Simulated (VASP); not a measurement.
Write the native input for VASP 6.6.1 that does the following.

* Task: single point
* Functional: PBEsol
* Potentials or basis: VASP PAW PBE potentials, release 64 (Sn_d, O)
* Cutoff: 520 eV
* k mesh: 8 × 5 × 3
* Occupations: gaussian, width 0.05 eV
* Spin: no spin polarisation
* Dipole correction: no
* Further INCAR settings: ALGO = Normal; EDIFF = 1e-06; NBANDS = 72

The structure of SnO lies in POSCAR:

```
SnO
1.0
   -3.3156086772      0.0000000000      0.0000000000
    0.0000000000     -5.7050005398      0.0000000000
    0.0000000000     -4.7539769498     11.6824937061
Sn O
6 6
Direct
    0.0000000000      0.0298318175      0.8836914207
    0.0000000000      0.5853651509      0.2170247540
    0.0000000000      0.3075984842      0.5503580874
    0.5000000000     -0.3637086059      0.7170247540
    0.5000000000      0.1918247274      0.0503580874
    0.5000000000     -0.0859419393      0.3836914207
    0.0000000000     -0.6766379600      0.9495755793
    0.0000000000     -0.1211046267      0.2829089126
    0.0000000000     -0.3988712934      0.6162422460
    0.5000000000      0.2329586329      0.7829089126
    0.5000000000      0.7884919662      0.1162422460
    0.5000000000      0.5107252996      0.4495755793
```

These files were run (other wordings do the same):

INCAR

```
SYSTEM = SnO
  PREC = Accurate
  ENCUT = 520
  EDIFF = 1E-6
  ISMEAR = 0
  SIGMA = 0.05
  LREAL = .False.
  LASPH = .True.
  NELM = 100
  ALGO = Normal
  ISIF = 2
  LWAVE = .False.
  LCHARG = .True.
  GGA = PS
  LELF = .True.
  LVHAR = .True.
  NBANDS = 72
```

KPOINTS

```
regular mesh
0
Gamma
  8 5 3
  0 0 0
```

Potentials or basis: VASP PAW PBE potentials, release 64 (Sn_d, O).

The run is started by

```console
$ cat potpaw_PBE.64/Sn_d/POTCAR potpaw_PBE.64/O/POTCAR > POTCAR
$ mpirun -np 1 vasp_std > vasp.out
```

It gave:

```json
{"Pressure": "3.7 GPa", "Largest force": "4.493 eV/Å", "Band gap on the k mesh": "0.71 eV (least direct gap 0.73 eV)"}
```

Caveat: the cell stands under pressure; the PAW data sets were made with another functional, which shifts forces and pressure a little; spin-orbit coupling is left out, which moves the levels of the heavy elements; an odd mesh through Γ misses points on the zone boundary, where band edges can lie.

Wall time 12 min on 1 thread of Oxide Virtual Turin-like Processor, with other jobs on the host, peak memory 0.59 GiB.
